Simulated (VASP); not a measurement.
# NbTe: single point with PBE

Crystal: NbTe.

```
Nb Te
1.0
     3.70297    0.00000    0.00000
    -1.85149    3.20687    0.00000
     0.00000    0.00000    3.69421
Nb Te
1 1
Direct
  0.99800 0.94800 0.26000
  0.66467 0.28133 0.76000
```

```yaml
Program: VASP 6.6.1
Task: single point
Functional: PBE
Potentials_or_basis: VASP PAW PBE potentials, release 64 (Nb_sv, Te)
Cutoff: 500 eV
k_mesh: 6 × 6 × 4
Occupations: gaussian, width 0.1 eV
Spin: no spin polarisation
Dipole_correction: no
Further_INCAR_settings: ALGO = Normal; EDIFF = 1e-06; NBANDS = 16
```

```json
{
  "Pressure": "-0.8 GPa"
}
```

Stress tensor (GPa, compression positive):
```
-1.57  0.00  0.00
 0.00 -1.57  0.00
 0.00  0.00  0.68
```

Levels at points of the mesh, in eV from the Fermi level:
| k point | band 6 | band 7 | band 8 | band 9 | band 10 | band 11 | band 12 | band 13 | band 14 | band 15 |
| --- | --- | --- | --- | --- | --- | --- | --- | --- | --- | --- |
| (0.00, 0.00, 0.00) | -3.24 | -3.24 | -3.07 | -2.42 | 0.06 | 0.06 | 2.36 | 2.36 | 2.77 | 5.83 |
| (0.50, 0.00, 0.00) | -7.26 | -3.91 | -2.71 | -2.68 | -0.27 | 1.14 | 1.41 | 2.94 | 3.72 | 5.63 |
| (0.00, 0.00, 0.50) | -7.63 | -2.69 | -2.69 | -1.06 | -1.06 | 0.61 | 1.57 | 1.57 | 5.21 | 5.97 |
| (0.50, 0.00, 0.50) | -6.06 | -5.95 | -4.32 | -1.46 | 1.06 | 1.20 | 1.74 | 2.68 | 4.39 | 4.51 |

Wall time 23 s on 1 thread of Intel Xeon 8259CL (shared host), peak memory 0.16 GiB.

Caveat: the k points lie up to 0.43 Å⁻¹ apart; spin-orbit coupling is left out, which moves the levels of the heavy elements.
